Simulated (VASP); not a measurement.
Input of a VASP 6.6.1 run:

File INCAR:

```
PREC = Accurate
ENCUT = 600
EDIFF = 1E-7
ISMEAR = -1
SIGMA = 0.05
LREAL = F
LASPH = T
NELM = 120
ALGO = Normal
ISIF = 3
LWAVE = F
LCHARG = F
GGA = PS
IBRION = 2
NSW = 80
EDIFFG = -0.01
PSTRESS = 200.0
GGA_COMPAT = F
NELMIN = 4
```

Contents of KPOINTS:

```
regular mesh
0
Gamma
  9 9 9
```

POSCAR

```
TaN
1.0
    0.0000000000      2.3300000000      2.3300000000
    2.3300000000      0.0000000000      2.3300000000
    2.3300000000      2.3300000000      0.0000000000
Ta N
1 1
Direct
    0.0000000000      0.0000000000      0.0000000000
    0.2500000000      0.2500000000      0.2500000000
```

Potentials or basis: VASP PAW PBE potentials, release 64 (Ta_pv, N).

The run is started by

```sh
$ cat potpaw_PBE.64/Ta_pv/POTCAR potpaw_PBE.64/N/POTCAR > POTCAR
$ mpirun -np 1 vasp_std > vasp.out
```

Q: Predict the space group after relaxing (to 0.1 Å).

A: F-43m (No. 216).

Q: Predict the band gap on the k mesh.

A: Zero (bands 8 and 9 overlap by 0.69 eV).

Final structure:
```yaml
crystal:
  lattice:
    - [0.00000, 2.30806, 2.30806]
    - [2.30806, 0.00000, 2.30806]
    - [2.30806, 2.30806, 0.00000]
  atoms:
    - { symbol: Ta, position: [0.00000, 0.00000, 0.00000] }
    - { symbol: N, position: [0.25000, 0.25000, 0.25000] }
```

Caveat: the cell is relaxed towards a set pressure, so the run minimises the enthalpy, not the energy; spin-orbit coupling is left out, which moves the levels of the heavy elements.
